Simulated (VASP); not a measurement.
## Ni: single point with PBEsol

The system is Ni.

```xyz
2
Lattice="0.0000 3.5359 3.5359 1.7679 0.0000 1.7679 1.7679 1.7679 0.0000" Properties=species:S:1:pos:R:3 pbc="T T T"
Ni    0.0000    0.0000    0.0000
Ni    0.0000    1.7679    1.7679
```

| Property | Result |
| --- | --- |
| Program | VASP 6.6.1 |
| Task | single point |
| Functional | PBEsol |
| Potentials or basis | VASP PAW PBE potentials, release 64 (Ni) |
| Cutoff | 520 eV |
| k mesh | 7 × 14 × 14 |
| Occupations | fermi-dirac, width 0.1 eV |
| Spin | collinear spin, ferromagnetic start |
| Starting moments | [0.2, 0.2] μB |
| Dipole correction | no |
| Further INCAR settings | ALGO = Normal; EDIFF = 1e-07; NBANDS = 21 |

- Pressure: -11.9 GPa
- Net moment: 1.20 μB per cell
- Site moments: Ni +0.61 μB
- Valence electrons inside the program's atomic spheres: Ni 9.29

Levels at points of the mesh, in eV from the Fermi level:
Spin up:
| k point | band 8 | band 9 | band 10 | band 11 | band 12 | band 13 | band 14 | band 15 |
| --- | --- | --- | --- | --- | --- | --- | --- | --- |
| (0.00, 0.00, 0.00) | -1.22 | -1.22 | -0.56 | -0.56 | -0.29 | 5.56 | 22.08 | 23.58 |
| (0.00, 0.50, 0.00) | -0.52 | -0.42 | -0.42 | -0.29 | 2.41 | 5.56 | 9.08 | 14.64 |
Spin down:
```tsv
k point	band 7	band 8	band 9	band 10	band 11	band 12
(0.00, 0.00, 0.00)	-1.66	-0.62	-0.62	-0.33	0.16	0.16
(0.00, 0.50, 0.00)	0.10	0.16	0.16	0.37	0.37	2.39
```

It took 2.1 min on 1 thread of Intel(R) Xeon(R) Platinum 8259CL CPU @ 2.50GHz (Skylake/Cascade Lake) (shared host), peak memory 0.22 GiB.

Caveat: the PAW data sets were made with another functional, which shifts forces and pressure a little.
